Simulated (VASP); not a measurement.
# Hg (R-3m) in VASP: notebook

Hg is run at these levels: PBE; tasks: single point.

Everything below comes from runs of VASP 6.6.1. Logs are shortened: lines on timing, memory, paths and dates and some standing lists are left out, and cuts for length are marked.

**1. The cell of the first run**

It takes space group R-3m (No. 166, trigonal). The conventional cell has a = 3.460 Å, b = 3.460 Å, c = 6.702 Å, α = 90.00°, β = 90.00°, γ = 120.00°. Hg (site symmetry -3m) has 12 Hg at 3.00 to 3.46 Å within 3.9 Å.

**2. Single point, PBE**

Contents of INCAR:

```
PREC     = Accurate       # precision mode
ENCUT    = 550            # plane-wave cutoff, eV
EDIFF    = 1E-6           # SCF threshold, eV
ISMEAR   = 0              # smearing method
SIGMA    = 0.15           # smearing width, eV
LREAL    = F              # projectors in reciprocal space
LASPH    = T              # aspherical terms in the spheres
NELM     = 120            # most SCF steps
ALGO     = Normal         # electronic algorithm
ISIF     = 2              # what is computed and relaxed
LWAVE    = F              # write WAVECAR
LCHARG   = T              # write CHGCAR
GGA      = PE             # functional
LELF     = T              # ELF
LVHAR    = T            
NBANDS   = 16             # bands
GGA_COMPAT= F
```

Contents of KPOINTS:

```
Automatic mesh
0
Gamma
  21 21 21
```

Contents of POSCAR:

```
Hg
1.0
    1.7300004553      0.9988162286      2.2340000000
   -1.7300004553      0.9988162286      2.2340000000
    0.0000000000     -1.9976324571      2.2340000000
Hg
1
Direct
    0.0000000000      0.0000000000      0.0000000000
```

Potentials or basis: VASP PAW PBE potentials, release 64 (Hg_sv_GW).

The run is started by

```
> cat potpaw_PBE.64/Hg_sv_GW/POTCAR > POTCAR
> mpirun -np 1 vasp_std > vasp.out
```

OUTCAR:

```text
PREC = Accurate
   ENCUT = 550
   EDIFF = 1E-6
   ISMEAR = 0
   LREAL = F
   LASPH = T
   NELM = 120
   ISIF = 2
   GGA = PE

 ion  position               nearest neighbor table
   1  0.000  0.000  0.000-

  LATTYP: Found a trigonal (rhomboedric) cell.
 ALAT       =     2.9968802835
 COS(alpha) =     0.3335253405

  Lattice vectors:

 A1 = (   1.7300004553,   0.9988162286,   2.2340000000)
 A2 = (  -1.7300004553,   0.9988162286,   2.2340000000)
 A3 = (   0.0000000000,  -1.9976324571,   2.2340000000)

Analysis of symmetry for initial positions (statically):
=====================================================================
 Subroutine PRICEL returns:
 Original cell was already a primitive cell.

 Routine SETGRP: Setting up the symmetry group for a
 trigonal (rhombohedral) supercell.

 Subroutine GETGRP returns: Found 12 space group operations
 (whereof 12 operations were pure point group operations)
 out of a pool of 12 trial point group operations.

The static configuration has the point symmetry D_3d.

Analysis of symmetry for dynamics (positions and initial velocities):
=====================================================================
 Subroutine PRICEL returns:
 Original cell was already a primitive cell.

 Routine SETGRP: Setting up the symmetry group for a
 trigonal (rhombohedral) supercell.

 Subroutine GETGRP returns: Found 12 space group operations
 (whereof 12 operations were pure point group operations)
 out of a pool of 12 trial point group operations.

The dynamic configuration has the point symmetry D_3d.

 Subroutine INISYM returns: Found 12 space group operations
 (whereof 12 operations are pure point group operations),
 and found     1 'primitive' translations

----------------------------------------------------------------------------------------

                                     Primitive cell

  volume of cell :      23.1615

  direct lattice vectors                    reciprocal lattice vectors
     1.730000455  0.998816229  2.234000000     0.289017265  0.166864196  0.149209191
    -1.730000455  0.998816229  2.234000000    -0.289017265  0.166864196  0.149209191
     0.000000000 -1.997632457  2.234000000     0.000000000 -0.333728391  0.149209191

  length of vectors
     2.996880284  2.996880284  2.996880284     0.365565346  0.365565346  0.365565346
[... 68 lines left out ...]
   NGXF,Y,Z  is equivalent  to a cutoff of  26.63, 26.63, 26.63 a.u.
 SYSTEM =  unknown system
   PREC   = accura    normal or accurate (medium, high low for compatibility)
   ISTART =      0    job   : 0-new  1-cont  2-samecut
   ICHARG =      2    charge: 1-file 2-atom 10-const
   ISPIN  =      1    spin polarized calculation?
   LNONCOLLINEAR =      F non collinear calculations
   LSORBIT =      F    spin-orbit coupling
   LASPH  =      T    aspherical Exc in radial PAW
   ENCUT  =  550.0 eV  40.42 Ry    6.36 a.u.   5.73  5.73  5.73*2*pi/ulx,y,z
   NELM   =    120;   NELMIN=  2; NELMDL= -5     # of ELM steps
   EDIFF  = 0.1E-05   stopping-criterion for ELM
   LREAL  =      F    real-space projection
   EDIFFG = 0.1E-04   stopping-criterion for IOM
   NSW    =      0    number of steps for IOM
   IBRION =     -1    ionic relax: 0-MD 1-quasi-New 2-CG
   NFREE  =      0    steps in history (QN), initial steepest desc. (CG)
   ISIF   =      2    stress and relaxation
   ISYM   =      2    0-nonsym 1-usesym 2-fastsym
   POTIM  = 0.5000    time-step for ionic-motion
   TEBEG  =    0.0;   TEEND  =   0.0 temperature during run
   PSTRESS=    0.0 pullay stress
   NELECT =      20.0000    total number of electrons
   NUPDOWN=      -1.0000    fix difference up-down
   EMIN   =  10.00;   EMAX   =-10.00  energy-range for DOS
   EFERMI =   0.00;   METHOD = LEGACY
   ISMEAR =     0;   SIGMA  =   0.15  broadening in eV -4-tet -1-fermi 0-gaus
   EFERMI_NEDOS =   21; number of points for ismear=-14 and -15
   IALGO  =     38    algorithm
   IMIX   =      4    mixing-type and parameters
     AMIX     =   0.40;   BMIX     =  1.00
     AMIX_MAG =   1.60;   BMIX_MAG =  1.00
  volume/ion in A,a.u.               =      23.16       156.30
  Fermi-wavevector in a.u.,A,eV,Ry     =   1.558940  2.945970 33.066159  2.430294
  Thomas-Fermi vector in A             =   2.662371
   LORBIT       =      0    0 simple, 1 ext, 2 COOP (PROOUT), +10 PAW based schemes
   GGA     = PE    functional components
   LHFCALC =     F    Hartree Fock is set to
   AEXX    =    0.0000 exact exchange contribution
   IVDW    =     0    specifies the selected vdW correction
   LEPSILON=     F    determine dielectric tensor
   LRPA    =     F    only Hartree local field effects (RPA)
 non-spin polarized calculation
 Gauss-broadening in eV      SIGMA  =   0.15
  energy-cutoff  :      550.00
  volume of cell :       23.16
 maximum number of plane-waves:       696
   NGX = 11   NGY = 11   NGZ = 11

 number of electron      19.9999993 magnetization

 Free energy of the ion-electron system (eV)
  ---------------------------------------------------
  ext. energy  EPLUGINS =         0.00000000
  ---------------------------------------------------
  free energy    TOTEN  =        -0.09589289 eV

  energy without entropy =       -0.09220306  energy(sigma->0) =       -0.09404798

 E-fermi :   6.3015     XC(G=0): -11.4092

 val. band max:        6.2959131690   @ k =  -0.4286   0.4762   0.0476
 cond. band min:       6.3040600334   @ k =  -0.3810   0.3810   0.3810
 fundamental gap:      0.0081468644
 Fermi energy:         6.3015198534

 k-point     1 :       0.0000    0.0000    0.0000
  band No.  band energies     occupation
      1    -108.8065      2.00000
      2     -57.1252      2.00000
      3     -57.1180      2.00000
      4     -57.1180      2.00000
      5      -3.0584      2.00000
      6      -1.5105      2.00000
[... 433 lines left out ...]
      3     -57.1231      2.00000
      4     -57.1174      2.00000
      5      -2.0408      2.00000
      6      -1.4958      2.00000
[... 8 lines left out ...]
     15      23.9977      0.00000
     16      24.8672      0.00000

 [... further k-points ...]
[... 5 lines left out ...]
  --------------------------------------------------------------------------------------
  -------------------------------------------------------------------------------------
  Total        0.8081372      0.8081372      0.9223452     -0.0000000      0.0000000      0.0000000
  in kB       55.9022723     55.9022723     63.8025236     -0.0000000      0.0000000      0.0000000
  external PRESSURE =      58.5356894 kB  Pullay stress =       0.0000000 kB

 VOLUME and BASIS-vectors are now :
 -----------------------------------------------------------------------------
  energy-cutoff  :      550.00
  volume of cell :       23.16
      direct lattice vectors                 reciprocal lattice vectors
     1.730000455  0.998816229  2.234000000     0.289017265  0.166864196  0.149209191
    -1.730000455  0.998816229  2.234000000    -0.289017265  0.166864196  0.149209191
     0.000000000 -1.997632457  2.234000000     0.000000000 -0.333728391  0.149209191

 POSITION                                       TOTAL-FORCE (eV/Angst)
 -----------------------------------------------------------------------------------
      0.00000      0.00000      0.00000         0.000000     -0.000000      0.000000
 -----------------------------------------------------------------------------------
    total drift:                                0.000000     -0.000000      0.000000

  FREE ENERGIE OF THE ION-ELECTRON SYSTEM (eV)
  ---------------------------------------------------
  free  energy   TOTEN  =        -0.0958928889 eV

  energy  without entropy=       -0.0922030623  energy(sigma->0) =       -0.09404798
```

stdout:

```text
POSCAR found type information on POSCAR Hg
 POSCAR found :  1 types and       1 ions
 scaLAPACK will be used
 LDA part: xc-table for (Slater+PW92), standard interpolation
 POSCAR, INCAR and KPOINTS ok, starting setup
 FFT: planning ... GRIDC
 FFT: planning ... GRID_SOFT
 FFT: planning ... GRID
 WAVECAR not read
 entering main loop
```

Wall time 1.7 min (1 thread of Intel Xeon Platinum 8488C (Sapphire Rapids), shared host); peak memory 0.51 GiB.

Results:

```yaml
Free_energy: -0.0959 eV
Pressure: 5.9 GPa
Band_gap_on_the_k_mesh: zero (bands 10 and 11 overlap by 3.20 eV)
```

Stress tensor (GPa, compression positive):
```
5.59 0.00 0.00
0.00 5.59 0.00
0.00 0.00 6.38
```

Levels at points of the mesh, in eV from the Fermi level:
| k point | band 7 | band 8 | band 9 | band 10 | band 11 | band 12 | band 13 | band 14 |
| --- | --- | --- | --- | --- | --- | --- | --- | --- |
| (0.00, 0.00, 0.00) | -7.81 | -6.50 | -6.33 | -6.33 | 11.72 | 12.43 | 12.43 | 17.16 |

Caveat: the cell stands under pressure; spin-orbit coupling is left out, which moves the levels of the heavy elements.

**3. Single point, PBE**

Contents of INCAR:

```
SYSTEM = Hg
PREC = Accurate
ENCUT = 550
EDIFF = 1E-6
ISMEAR = 0
SIGMA = 0.15
LREAL = .FALSE.
LASPH = .TRUE.
NELM = 120
ALGO = Normal
ISIF = 2
LWAVE = .FALSE.
LCHARG = .TRUE.
GGA = PE
LELF = .TRUE.
LVHAR = .TRUE.
NBANDS = 16
GGA_COMPAT = .FALSE.
```

Contents of KPOINTS:

```
Automatic mesh
0
G
  18 18 18
  0 0 0
```

POSCAR is that of step 2.

Potentials or basis: VASP PAW PBE potentials, release 64 (Hg_sv_GW).

The run is started by

```
> cat potpaw_PBE.64/Hg_sv_GW/POTCAR > POTCAR
> mpirun -np 1 vasp_std > vasp.out
```

Wall time 2 min (1 thread of Intel Xeon Platinum 8259CL at 2.50GHz (Skylake/Cascade Lake), shared host); peak memory 0.38 GiB.

It converged, with:

```
Free energy            : -0.0954 eV
Pressure               : 5.9 GPa
Band gap on the k mesh : zero (bands 10 and 11 overlap by 3.25 eV)
```

Stress tensor (GPa, compression positive):
```
5.60 0.00 0.00
0.00 5.60 0.00
0.00 0.00 6.40
```

Levels at points of the mesh, in eV from the Fermi level:
```
           k point  band 8  band 9  band 10  band 11  band 12  band 13
(0.00, 0.00, 0.00)   -6.53   -6.36    -6.36    11.69    12.40    12.40
(0.50, 0.00, 0.00)   -6.42   -6.02    -2.25    -2.11    11.95    12.41
(0.50, 0.50, 0.00)   -6.08   -5.55    -0.23     0.73     4.62     9.77
(0.50, 0.50, 0.50)   -5.65   -5.65    -0.28     1.24     9.24     9.24
```

Caveat: the cell stands under pressure; spin-orbit coupling is left out, which moves the levels of the heavy elements.
